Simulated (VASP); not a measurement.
A run of VASP 6.6.1:

File INCAR:

```
SYSTEM = HfS2
  PREC = Accurate
  ENCUT = 500
  EDIFF = 1E-7
  ISMEAR = -1
  SIGMA = 0.02
  LREAL = .False.
  LASPH = .True.
  NELM = 120
  ALGO = Normal
  ISIF = 3
  LWAVE = .False.
  LCHARG = .False.
  GGA = PE
  IVDW = 13
  IBRION = 2
  NSW = 80
  EDIFFG = -0.005
  GGA_COMPAT = .False.
  NELMIN = 4
```

KPOINTS

```
regular mesh
0
Gamma
  12 12 4
  0 0 0
```

File POSCAR:

```
HfS2
1.0
    3.6103985487      0.0000000000      0.0000000000
   -1.8051992744      3.1266968610      0.0000000000
    0.0000000000      0.0000000000      5.7665980553
Hf S
1 2
Direct
    0.0000000000      0.0000000000      0.0000000000
    0.3333333333      0.6666666667      0.2520411725
    0.6666666667      0.3333333333      0.7479588275
```

Potentials or basis: VASP PAW PBE potentials, release 64 (Hf_pv, S).

Launch:

```console
$ cat potpaw_PBE.64/Hf_pv/POTCAR potpaw_PBE.64/S/POTCAR > POTCAR
$ mpirun -np 1 vasp_std > vasp.out
```

Hardware: 1 thread of Intel(R) Xeon(R) 6975P-C (Granite Rapids) (shared host).

**Question.** How long does it take, and how much memory?

**Answer.** It took 2.4 min on 1 thread of Intel(R) Xeon(R) 6975P-C (Granite Rapids), with other jobs on the host, peak memory 0.23 GiB. Counts: scf iterations 74, k points 69, ion steps 9.
